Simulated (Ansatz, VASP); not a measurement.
One calculation of HfSi4, two programs

File INCAR:

```
PREC = Accurate
ENCUT = 600
EDIFF = 1E-6
ISMEAR = 0
SIGMA = 0.1
LREAL = False
LASPH = True
NELM = 100
ALGO = Normal
ISIF = 3
LWAVE = False
LCHARG = False
GGA = PE
IBRION = 2
NSW = 90
EDIFFG = -0.04
```

File KPOINTS:

```
Automatic mesh
0
Gamma
  6 6 6
```

The input POSCAR:

```
HfSi4
1.0
   -2.1515183200      2.1515183200      4.0679752000
    2.1515183200     -2.1515183200      4.0679752000
    2.1515183200      2.1515183200     -4.0679752000
Hf Si
1 4
Direct
    0.0000000000      0.0000000000      0.0000000000
    0.2450000000      0.2450000000      0.0000000000
    0.7550000000      0.7550000000      0.0000000000
    0.5000000000      0.0000000000      0.5000000000
    0.0000000000      0.5000000000      0.5000000000
```

Input for Ansatz:

```yaml
crystal:
  lattice:
    - [-2.15151832, 2.15151832, 4.0679752]
    - [2.15151832, -2.15151832, 4.0679752]
    - [2.15151832, 2.15151832, -4.0679752]
  atoms:
    - { symbol: Hf, position: [0.0, 0.0, 0.0] }
    - { symbol: Si, position: [0.245, 0.245, 0.0] }
    - { symbol: Si, position: [0.755, 0.755, 0.0] }
    - { symbol: Si, position: [0.5, 0.0, 0.5] }
    - { symbol: Si, position: [0.0, 0.5, 0.5] }
basis:
  ecutwfc: 420
kpoints:
  mp_grid: { grid: [6, 6, 6] }
hamiltonian:
  xc: pbe
scf:
  occupations: { method: gaussian, width: 0.1 }
  lower_state_search: "off"
output:
  forces: true
  stress: true
  eigenvalues: true
relax:
  adjacent_minimum: "off"
  f_tol: 0.04
  max_steps: 70
  cell: { stress_tol: 0.4 }
```

Change from the starting cell: species swapped into the PbF4 type (I4/mmm, No. 139).

Alike in both runs: task relaxation of cell and atoms; functional PBE; k mesh 6 × 6 × 6; occupations gaussian, width 0.1 eV; no spin polarisation.

|  | VASP | Ansatz |
| --- | --- | --- |
| version | VASP 6.6.1 | Ansatz 0.2.0 |
| potentials or method | VASP PAW PBE potentials, release 64 (Hf_pv, Si), cutoff 600 eV | scalar-relativistic, plane waves, PAW |
| valence electrons in the cell | 26 | 42 |

```csv
,VASP,Ansatz,Ansatz less VASP
"gap on the k mesh at the Fermi level, each at its own relaxed structure (eV)",none,none,-
relaxed volume (Å³/atom),20.60,20.43,-0.168
relaxed cell length with the largest relative difference (Å),5.305,5.347,+0.0422
```

A gap of «none» marks a metal or a gap that the smearing closes. VASP's potentials hold 26 valence electrons a cell and Ansatz's 42, so a difference there can come from the potentials and not from the codes.

Neither program's run includes spin-orbit coupling. Noted on VASP's run: the volume moved by over 15 % at a fixed basis, so the end points are rough.
